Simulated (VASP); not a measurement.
# Ru (P6_3/mmc) in VASP: further runs, part 2 of 2

VASP 6.6.1. Earlier steps stand in the parts before.

### Step 3. Single point, PBEsol

This run uses another cell than the first one, of 12.44 Å³/atom, 0.781 times its volume.

The input, INCAR:

```
SYSTEM = Ru
  PREC = Accurate
  ENCUT = 520
  EDIFF = 1E-7
  ISMEAR = 0
  SIGMA = 0.15
  LREAL = .False.
  LASPH = .True.
  NELM = 100
  ALGO = Fast
  ISIF = 2
  LWAVE = .False.
  LCHARG = .False.
  GGA = PS
  NBANDS = 21
```

The input, KPOINTS:

```
Automatic mesh
0
Gamma
  18 18 10
  0 0 0
```

The input, POSCAR:

```
Ru
1.0
    2.5391000000      0.0000000000      0.0000000000
   -1.2695500000      2.1989251028      0.0000000000
    0.0000000000      0.0000000000      4.4565000000
Ru
2
Direct
    0.3333333333      0.6666666667      0.2500000000
    0.6666666667      0.3333333333      0.7500000000
```

Potentials or basis: VASP PAW PBE potentials, release 64 (Ru_pv).

On the command line:

```bash
$ cat potpaw_PBE.64/Ru_pv/POTCAR > POTCAR
$ mpirun -np 1 vasp_std > vasp.out
```

OUTCAR:

```text
SYSTEM = Ru
   PREC = Accurate
   ENCUT = 520
   EDIFF = 1E-7
   ISMEAR = 0
   LREAL = .False.
   LASPH = .True.
   NELM = 100
   ISIF = 2
   GGA = PS

 ion  position               nearest neighbor table
   1  0.333  0.667  0.250-   2 2.67   2 2.67   2 2.67   2 2.67   2 2.67   2 2.67
   2  0.667  0.333  0.750-   1 2.67   1 2.67   1 2.67   1 2.67   1 2.67   1 2.67

  LATTYP: Found a hexagonal cell.
 ALAT       =     2.5391000000
 C/A-ratio  =     1.7551494624

  Lattice vectors:

 A1 = (   2.5391000000,   0.0000000000,   0.0000000000)
 A2 = (  -1.2695500000,   2.1989251028,   0.0000000000)
[... 193 lines left out ...]
      5     -28.0366      2.00000
      6     -28.0366      2.00000
[... 565 lines left out ...]
     20      26.3409      0.00000
     21      26.3756      0.00000

 [... further k-points ...]
[... 5 lines left out ...]
  --------------------------------------------------------------------------------------
  -------------------------------------------------------------------------------------
  Total        8.3185512      8.3185512     -1.8845918     -0.0000000      0.0000000      0.0000000
  in kB      535.6413803    535.6413804   -121.3511037     -0.0000000      0.0000000      0.0000000
  external PRESSURE =     316.6438857 kB  Pullay stress =       0.0000000 kB

 VOLUME and BASIS-vectors are now :
 -----------------------------------------------------------------------------
  energy-cutoff  :      520.00
  volume of cell :       24.88
      direct lattice vectors                 reciprocal lattice vectors
     2.539100000  0.000000000  0.000000000     0.393840337  0.227383825  0.000000000
    -1.269550000  2.198925103  0.000000000     0.000000000  0.454767649  0.000000000
     0.000000000  0.000000000  4.456500000     0.000000000  0.000000000  0.224391338

 POSITION                                       TOTAL-FORCE (eV/Angst)
 -----------------------------------------------------------------------------------
     -0.00000      1.46595      1.11413        -0.000000      0.000000      0.000000
      1.26955      0.73298      3.34238         0.000000     -0.000000      0.000000
 -----------------------------------------------------------------------------------
    total drift:                               -0.000000      0.000000     -0.000000

  FREE ENERGIE OF THE ION-ELECTRON SYSTEM (eV)
  ---------------------------------------------------
  free  energy   TOTEN  =       -19.8611136657 eV

  energy  without entropy=      -19.8473586680  energy(sigma->0) =      -19.85423617
```

OSZICAR:

```text
N       E                     dE             d eps       ncg     rms          rms(c)
DAV:   1     0.289443665970E+03    0.28944E+03   -0.17501E+04  9348   0.150E+03
DAV:   2    -0.152661352138E+02   -0.30471E+03   -0.29504E+03  9484   0.452E+02
DAV:   3    -0.212507916527E+02   -0.59847E+01   -0.59514E+01 11069   0.709E+01
DAV:   4    -0.212928645423E+02   -0.42073E-01   -0.42003E-01 11471   0.578E+00
DAV:   5    -0.212933665565E+02   -0.50201E-03   -0.49872E-03 10562   0.576E-01    0.241E+01
RMM:   6    -0.199903400328E+02    0.13030E+01   -0.26157E+00  9693   0.136E+01    0.756E+00
RMM:   7    -0.198704897205E+02    0.11985E+00   -0.45351E-01 10364   0.515E+00    0.134E+00
RMM:   8    -0.198612222489E+02    0.92675E-02   -0.28555E-02 10590   0.164E+00    0.454E-01
RMM:   9    -0.198610842304E+02    0.13802E-03   -0.30803E-03 10714   0.502E-01    0.845E-02
RMM:  10    -0.198611125670E+02   -0.28337E-04   -0.51189E-04 10961   0.207E-01    0.428E-02
RMM:  11    -0.198611137993E+02   -0.12324E-05   -0.10699E-04 11431   0.690E-02    0.100E-02
RMM:  12    -0.198611137324E+02    0.66964E-07   -0.14796E-05 11669   0.262E-02    0.725E-03
RMM:  13    -0.198611137293E+02    0.30454E-08   -0.21795E-06 11339   0.130E-02    0.134E-03
RMM:  14    -0.198611136237E+02    0.10559E-06   -0.46421E-07  8855   0.492E-03    0.609E-04
RMM:  15    -0.198611136657E+02   -0.41911E-07   -0.35893E-08  7114   0.138E-03
   1 F= -.19861114E+02 E0= -.19854236E+02  d E =-.137550E-01
```

stdout:

```text
POSCAR found type information on POSCAR Ru
 POSCAR found :  1 types and       2 ions
 scaLAPACK will be used
 -----------------------------------------------------------------------------
|                                                                             |
|                                                                             |
|     You enforced a specific xc type in the INCAR file but a different       |
|     I HOPE YOU KNOW WHAT YOU ARE DOING!                                     |
|                                                                             |
 -----------------------------------------------------------------------------

 LDA part: xc-table for (Slater+PW92), standard interpolation
 POSCAR, INCAR and KPOINTS ok, starting setup
 FFT: planning ... GRIDC
 FFT: planning ... GRID_SOFT
 FFT: planning ... GRID
 WAVECAR not read
 entering main loop
WARNING in EDDRMM: call to ZHEGV failed, returncode =   6  3     19
```

Run time: 94 s. Hardware: 1 thread of Intel Xeon Platinum 8259CL at 2.50GHz (Skylake/Cascade Lake), shared host; peak memory 0.21 GiB.

What came out:

```
Free energy            : -19.8611 eV
Pressure               : 31.7 GPa
Band gap on the k mesh : zero (band 14 reaches 16.14 eV, above the bottom of band 15 at 12.85 eV)
```

Stress tensor (GPa, compression positive):
```
 53.56   0.00   0.00
  0.00  53.56   0.00
  0.00   0.00 -12.14
```

Caveat: the PAW data sets were made with another functional, which shifts forces and pressure a little.

### Step 4. Single point, PBEsol

This run uses another cell than the first one, of 12.52 Å³/atom, 0.786 times its volume.

The input, INCAR:

```
SYSTEM = Ru
ALGO     = Normal         ! electronic algorithm
EDIFF    = 1E-6           ! SCF threshold, eV
ENCUT    = 520            ! plane-wave cutoff, eV
GGA      = PS             ! functional
ISIF     = 2              ! what is computed and relaxed
ISMEAR   = 0              ! smearing method
LASPH    = .True.         ! aspherical terms in the spheres
LCHARG   = .True.         ! write CHGCAR
LELF     = .True.         ! ELF
LREAL    = .False.        ! projectors in reciprocal space
LVHAR    = .True.       
LWAVE    = .False.        ! write WAVECAR
NBANDS   = 21             ! bands
NELM     = 100            ! most SCF steps
PREC     = Accurate       ! precision mode
SIGMA    = 0.15           ! smearing width, eV
```

The input, KPOINTS:

```
k-points
0
Gamma
  18 18 10
  0 0 0
```

The input, POSCAR:

```
Ru
1.0
    2.5767000000      0.0000000000      0.0000000000
   -1.2883500000      2.2314876579      0.0000000000
    0.0000000000      0.0000000000      4.3544000000
Ru
2
Direct
    0.3333333333      0.6666666667      0.2500000000
    0.6666666667      0.3333333333      0.7500000000
```

On the command line:

```bash
$ cat potpaw_PBE.64/Ru_pv/POTCAR > POTCAR
$ mpirun -np 1 vasp_std > vasp.out
```

Run time: 61 s. Hardware: 1 thread of Intel Xeon Platinum 8259CL at 2.50GHz (Skylake/Cascade Lake), shared host; peak memory 0.21 GiB.

The run converged. Its results:

- Free energy: -20.0987 eV
- Pressure: 26.0 GPa
- Band gap on the k mesh: zero (band 14 reaches 16.15 eV, above the bottom of band 15 at 12.76 eV)

Stress tensor (GPa, compression positive):
```
39.59  0.00  0.00
 0.00 39.59  0.00
 0.00  0.00 -1.05
```

Levels at points of the mesh, in eV from the Fermi level:
```
           k point  band 10  band 11  band 12  band 13  band 14  band 15  band 16  band 17  band 18  band 19
(0.00, 0.00, 0.00)    -2.90    -2.90    -2.28    -2.28    -1.01    -1.01     0.56     1.37     1.37    10.15
(0.50, 0.00, 0.00)    -2.90    -2.79    -2.05    -1.72     1.90     2.11     2.44     4.67     6.89    10.19
(0.00, 0.00, 0.50)    -3.42    -2.93    -2.93    -2.93    -2.93     0.63     0.63     0.63     0.63    10.20
(0.50, 0.00, 0.50)    -5.39    -0.95    -0.95     0.50     0.50     2.30     2.30     3.75     3.75    10.19
```

Caveat: the PAW data sets were made with another functional, which shifts forces and pressure a little.

### Step 5. Overview

| cell | gap on the mesh (eV) | pressure (GPa) |
| --- | --- | --- |
| a = 2.840, b = 2.840, c = 4.559 Å, angles 90.0, 90.0, 120.0°, 2 atoms | none | -40.2 |
| a = 2.539, b = 2.539, c = 4.457 Å, angles 90.0, 90.0, 120.0°, 2 atoms | none | 31.7 |
| a = 2.577, b = 2.577, c = 4.354 Å, angles 90.0, 90.0, 120.0°, 2 atoms | none | 26.0 |

Alike in all rows: task single point; level PBEsol; potentials or basis VASP PAW PBE potentials, release 64 (Ru_pv); no spin polarisation; k mesh 18 × 18 × 10; cutoff (eV) 520; smearing gaussian 0.15 eV.

Caveats: the PAW data sets were made with another functional, which shifts forces and pressure a little.

Total energies depend on the potentials used, so only differences within one code and one set of settings carry meaning.
